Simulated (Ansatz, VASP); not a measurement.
# One calculation of C, two programs

The input INCAR:

```
SYSTEM = C
PREC = Accurate
ENCUT = 520
EDIFF = 1E-6
ISMEAR = 0
SIGMA = 0.03
LREAL = .FALSE.
LASPH = .TRUE.
NELM = 60
ALGO = Normal
ISIF = 2
LWAVE = .FALSE.
LCHARG = .FALSE.
GGA = PE
IVDW = 12
NBANDS = 16
```

Contents of KPOINTS:

```
regular mesh
0
G
  14 10 8
  0 0 0
```

Contents of POSCAR:

```
C
1.0
   -1.2327815062      2.1341012746      0.0000000000
   -1.2327815062      0.0000000000     -3.3978816559
   -3.6983445185     -2.1341012746      0.0000000000
C
4
Direct
    0.2436064160      0.0260161459      0.9101693014
    0.7564833838     -0.0260161459      0.4231340986
    0.2510215881     -0.0043556463      0.5844452226
    0.7488886121      0.0043556463      0.0822513774
```

Input for Ansatz:

```yaml
crystal:
  lattice:
    - [-1.2327815062, 2.1341012746, 0.0]
    - [-1.2327815062, 0.0, -3.3978816559]
    - [-3.6983445185, -2.1341012746, 0.0]
  atoms:
    - { symbol: C, position: [0.243606416, 0.0260161459, 0.9101693014] }
    - { symbol: C, position: [0.7564833838, -0.0260161459, 0.4231340986] }
    - { symbol: C, position: [0.2510215881, -0.0043556463, 0.5844452226] }
    - { symbol: C, position: [0.7488886121, 0.0043556463, 0.0822513774] }
basis:
  ecutwfc: 520.0
kpoints:
  mp_grid: { grid: [14, 10, 8] }
hamiltonian:
  xc: pbe
  pseudopotentials: { kind: paw, azcp: { folder: soft_1 } }
  dispersion: d3bj
scf:
  occupations: { method: gaussian, width: 0.03 }
output:
  forces: true
  stress: true
  eigenvalues: true
```

Change from the starting cell: mode 4 frozen in at -0.052 Å and mode 6 at -0.037 Å (largest displacements).

Alike in both runs: task single point; functional PBE; dispersion D3(BJ); k mesh 14 × 10 × 8; occupations gaussian, width 0.03 eV; no spin polarisation.

```csv
,VASP,Ansatz
version,VASP 6.6.1,Ansatz 0.2.0
potentials or method,"VASP PAW PBE potentials, release 64 (C), cutoff 520 eV","scalar-relativistic, plane waves, PAW"
valence electrons in the cell,16,16
```

Ansatz gave:

* gap on the k mesh at the Fermi level (eV): 0.41
* least direct gap on the mesh (eV): 0.53
* pressure (GPa): -0.9
* traceless stress, the component that is largest in VASP (GPa): -0.78
* rms of the force components (eV/Å): 0.474

Question: Which values does VASP return?

Answer: gap on the k mesh at the Fermi level (eV): 0.41; least direct gap on the mesh (eV): 0.53; pressure (GPa): -0.5; traceless stress, the component that is largest in VASP (GPa): -0.78; rms of the force components (eV/Å): 0.472.

Atom by atom the forces differ by 0.003 eV/Å (rms over components).
